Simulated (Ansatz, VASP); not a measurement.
TiO2: VASP beside Ansatz

```
CELL_PARAMETERS angstrom
-1.94045 1.94045 4.88991
1.94045 -1.94045 4.88991
1.94045 1.94045 -4.88991
ATOMIC_POSITIONS crystal
Ti 0.00000 0.00000 0.00000
Ti 0.75000 0.25000 0.50000
O 0.20523 0.20523 0.00000
O 0.95523 0.45523 0.50000
O 0.54477 0.04477 0.50000
O 0.79477 0.79477 0.00000
```

Alike in both runs: task single point; functional PBE; k mesh 8 × 8 × 8; occupations gaussian, width 0.05 eV; no spin polarisation; Hubbard terms Ti d U = 4.0 eV.

|  | VASP | Ansatz |
| --- | --- | --- |
| version | VASP 6.6.1 | Ansatz 0.2.0 |
| potentials or method | VASP PAW PBE potentials, release 64 (Ti_sv, O), cutoff 520 eV | scalar-relativistic, plane waves, PAW |
| valence electrons in the cell | 48 | 48 |

```tsv
	VASP	Ansatz	Ansatz less VASP
gap on the k mesh at the Fermi level (eV)	2.59	2.56	-0.026
least direct gap on the mesh (eV)	2.84	2.81	-0.032
pressure (GPa)	-2.2	-5.9	-3.71
traceless stress, the component that is largest in VASP (GPa)	1.56	1.83	+0.274
rms of the force components (eV/Å)	0.071	0.007	-0.0633
```

The programs project onto different local orbitals, so the same U acts differently, and such runs can settle in different states. Atom by atom the forces differ by 0.078 eV/Å (rms over components).
